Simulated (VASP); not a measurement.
# Ni (Fm-3m) in VASP: further runs, part 2 of 2

VASP 6.6.1. The steps go on from the part before.

### 3 Single point, LDA, collinear spin, ferromagnetic start

INCAR

```
  PREC = Accurate
  ENCUT = 520
  EDIFF = 1E-6
  ISMEAR = -1
  SIGMA = 0.05
  LREAL = False
  LASPH = True
  NELM = 150
  ALGO = Normal
  ISIF = 2
  LWAVE = False
  LCHARG = False
  ISPIN = 2
  MAGMOM = 0.607
  LORBIT = 11
  LMAXMIX = 4
  NBANDS = 15
```

KPOINTS

```
regular mesh
0
Gamma
  10 10 10
```

POSCAR

```
Ni
1.0
    0.0000000000      1.7124646296      1.7124646296
    1.7124646296      0.0000000000      1.7124646296
    1.7124646296      1.7124646296      0.0000000000
Ni
1
Direct
    0.0000000000      0.0000000000      0.0000000000
```

Potentials or basis: VASP PAW LDA potentials, release 64 (Ni).

Run with:

```console
cat potpaw_LDA.64/Ni/POTCAR > POTCAR
mpirun -np 1 vasp_std > vasp.out
```

OUTCAR:

```text
PREC = Accurate
   ENCUT = 520
   EDIFF = 1E-6
   ISMEAR = -1
   LREAL = False
   LASPH = True
   NELM = 150
   ISIF = 2
   ISPIN = 2
   LORBIT = 11

 ion  position               nearest neighbor table
   1  0.000  0.000  0.000-

  LATTYP: Found a face centered cubic cell.
 ALAT       =     3.4249292592

  Lattice vectors:

 A1 = (   0.0000000000,   1.7124646296,   1.7124646296)
 A2 = (   1.7124646296,   0.0000000000,   1.7124646296)
 A3 = (   1.7124646296,   1.7124646296,   0.0000000000)

Analysis of symmetry for initial positions (statically):
=====================================================================
 Subroutine PRICEL returns:
 Original cell was already a primitive cell.
[... 1069 lines left out ...]
  Total        0.0035609      0.0035609      0.0035609      0.0000000      0.0000000     -0.0000000
  in kB        0.5680425      0.5680425      0.5680425      0.0000000      0.0000000     -0.0000000
  external PRESSURE =       0.5680425 kB  Pullay stress =       0.0000000 kB

 VOLUME and BASIS-vectors are now :
 -----------------------------------------------------------------------------
  energy-cutoff  :      520.00
  volume of cell :       10.04
      direct lattice vectors                 reciprocal lattice vectors
     0.000000000  1.712464630  1.712464630    -0.291976833  0.291976833  0.291976833
     1.712464630  0.000000000  1.712464630     0.291976833 -0.291976833  0.291976833
     1.712464630  1.712464630  0.000000000     0.291976833  0.291976833 -0.291976833

 POSITION                                       TOTAL-FORCE (eV/Angst)
 -----------------------------------------------------------------------------------
      0.00000      0.00000      0.00000         0.000000     -0.000000     -0.000000
 -----------------------------------------------------------------------------------
    total drift:                                0.000000     -0.000000     -0.000000

  FREE ENERGIE OF THE ION-ELECTRON SYSTEM (eV)
  ---------------------------------------------------
  free  energy   TOTEN  =        -6.5820953604 eV

  energy  without entropy=       -6.5676557178  energy(sigma->0) =       -6.57487554

 total charge

# of ion       s       p       d       tot
------------------------------------------
    1        0.535   0.572   8.365   9.473

 magnetization (x)

# of ion       s       p       d       tot
------------------------------------------
    1       -0.003  -0.017   0.664   0.643
```

OSZICAR:

```text
N       E                     dE             d eps       ncg     rms          rms(c)
DAV:   1     0.312754545753E+02    0.31275E+02   -0.42013E+03  3027   0.870E+02
DAV:   2    -0.629556558788E+01   -0.37571E+02   -0.35185E+02  3163   0.165E+02
DAV:   3    -0.769222994934E+01   -0.13967E+01   -0.13799E+01  3471   0.307E+01
DAV:   4    -0.769997837429E+01   -0.77484E-02   -0.77464E-02  3528   0.220E+00
DAV:   5    -0.770005370757E+01   -0.75333E-04   -0.75332E-04  3526   0.196E-01    0.111E+01
DAV:   6    -0.688812137473E+01    0.81193E+00   -0.12866E+01  4047   0.409E+01    0.552E+00
DAV:   7    -0.660560943316E+01    0.28251E+00   -0.19501E+00  3564   0.146E+01    0.219E+00
DAV:   8    -0.658537698638E+01    0.20232E-01   -0.21313E-02  3779   0.971E-01    0.962E-01
DAV:   9    -0.658266593397E+01    0.27111E-02   -0.16272E-03  4671   0.240E-01    0.274E-01
DAV:  10    -0.658216670283E+01    0.49923E-03   -0.33104E-04  4731   0.101E-01    0.828E-02
DAV:  11    -0.658209296977E+01    0.73733E-04   -0.10353E-04  4383   0.721E-02    0.266E-02
DAV:  12    -0.658209507739E+01   -0.21076E-05   -0.21014E-06  2837   0.141E-02    0.114E-02
DAV:  13    -0.658209536039E+01   -0.28300E-06   -0.11618E-06  2408   0.927E-03
   1 F= -.65820954E+01 E0= -.65748755E+01  d E =-.144396E-01  mag=     0.6447
```

stdout:

```text
POSCAR found type information on POSCAR Ni
 POSCAR found :  1 types and       1 ions
 scaLAPACK will be used
 LDA part: xc-table for (Slater(with rela. corr.)+CA(PZ))
 , standard interpolation
 POSCAR, INCAR and KPOINTS ok, starting setup
 FFT: planning ... GRIDC
 FFT: planning ... GRID_SOFT
 FFT: planning ... GRID
 WAVECAR not read
 entering main loop
```

It took 21 s on 1 thread of Intel Xeon Platinum 8488C (Sapphire Rapids), shared host; peak memory 0.12 GiB.

What came out:

```
Free energy                                           : -6.5821 eV
Pressure                                              : 0.1 GPa
Net moment                                            : 0.64 μB per cell
Site moments                                          : Ni +0.64 μB
Valence electrons inside the program's atomic spheres : Ni 9.47
```

### 4 Single point, LDA, collinear spin, ferromagnetic start

INCAR

```
SYSTEM = Ni
  PREC = Accurate
  ENCUT = 520
  EDIFF = 1E-6
  ISMEAR = -1
  SIGMA = 0.05
  LREAL = .FALSE.
  LASPH = .TRUE.
  NELM = 150
  ALGO = Normal
  ISIF = 2
  LWAVE = .FALSE.
  LCHARG = .FALSE.
  ISPIN = 2
  MAGMOM = 0.607
  LORBIT = 11
  LMAXMIX = 4
  GGA = CA
  NBANDS = 15
```

KPOINTS

```
regular mesh
0
G
  13 13 13
  0 0 0
```

POSCAR is that of step 3.

Run with:

```console
cat potpaw_LDA.64/Ni/POTCAR > POTCAR
mpirun -np 1 vasp_std > vasp.out
```

Wall time 24 s (1 thread of Intel Xeon Platinum 8488C (Sapphire Rapids), shared host); peak memory 0.13 GiB.

The run converged. Its results:

```yaml
Free_energy: -6.5881 eV
Pressure: -0.2 GPa
Net_moment: 0.61 μB per cell
Site_moments: Ni +0.61 μB
Valence_electrons_inside_the_program's_atomic_spheres: Ni 9.47
```

Levels at points of the mesh, in eV from the Fermi level:
Spin up:
```csv
k point,band 1,band 2,band 3,band 4,band 5,band 6,band 7,band 8,band 9,band 10
"(0.00, 0.00, 0.00)",-9.55,-2.57,-2.57,-2.57,-1.28,-1.28,24.45,28.84,28.84,28.84
```
Spin down:
```csv
k point,band 1,band 2,band 3,band 4,band 5,band 6,band 7,band 8,band 9,band 10
"(0.00, 0.00, 0.00)",-9.50,-1.95,-1.95,-1.95,-0.70,-0.70,24.45,28.90,28.90,28.90
```

### 5 Overview

```tsv
k mesh	gap on the mesh (eV)	pressure (GPa)	moment (μB)
8 × 8 × 8	none	0.2	0.70
10 × 10 × 10	none	0.1	0.64
13 × 13 × 13	none	-0.2	0.61
```

Alike in all rows: task single point; level LDA; potentials or basis VASP PAW LDA potentials, release 64 (Ni); spin collinear, ferromagnetic start; cell as given; cutoff (eV) 520; smearing fermi-dirac 0.05 eV.

Caveats: some runs use coarse meshes.

Absolute energies hang on the potentials; compare differences alone.
